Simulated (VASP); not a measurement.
Write the native input for VASP 6.6.1 that does the following.

- Task: single point
- Functional: PBE
- Potentials or basis: VASP PAW PBE potentials, release 64 (B, N)
- Cutoff: 520 eV
- k mesh: 8 × 8 × 8
- Occupations: gaussian, width 0.01 eV
- Spin: no spin polarisation
- Dipole correction: no
- Further INCAR settings: ALGO = Normal; EDIFF = 1e-06; NBANDS = 11

The structure of BN (Qingsongite) lies in POSCAR:

```
BN
1.0
    0.0000000000      1.8124019199      1.8124019199
    1.8124019199      0.0000000000      1.8124019199
    1.8124019199      1.8124019199      0.0000000000
B N
1 1
Direct
    0.0000000000      0.0000000000      0.0000000000
    0.2500000000      0.2500000000      0.2500000000
```

These files were run (other wordings do the same):

INCAR

```
SYSTEM = BN
  PREC = Accurate
  ENCUT = 520
  EDIFF = 1E-6
  ISMEAR = 0
  SIGMA = 0.01
  LREAL = .False.
  LASPH = .True.
  NELM = 100
  ALGO = Normal
  ISIF = 2
  LWAVE = .False.
  LCHARG = .False.
  GGA = PE
  NBANDS = 11
```

KPOINTS

```
Automatic mesh
0
Gamma
  8 8 8
  0 0 0
```

Potentials or basis: VASP PAW PBE potentials, release 64 (B, N).

Command:

```sh
$ cat potpaw_PBE.64/B/POTCAR potpaw_PBE.64/N/POTCAR > POTCAR
$ mpirun -np 1 vasp_std > vasp.out
```

It gave:

The pressure is 0.2 GPa. The band gap on the k mesh is 4.45 eV, indirect (least direct gap 8.78 eV).

Run time: 7.1 s on 1 thread of Intel Xeon 8259CL, on a shared host, peak memory 0.12 GiB.
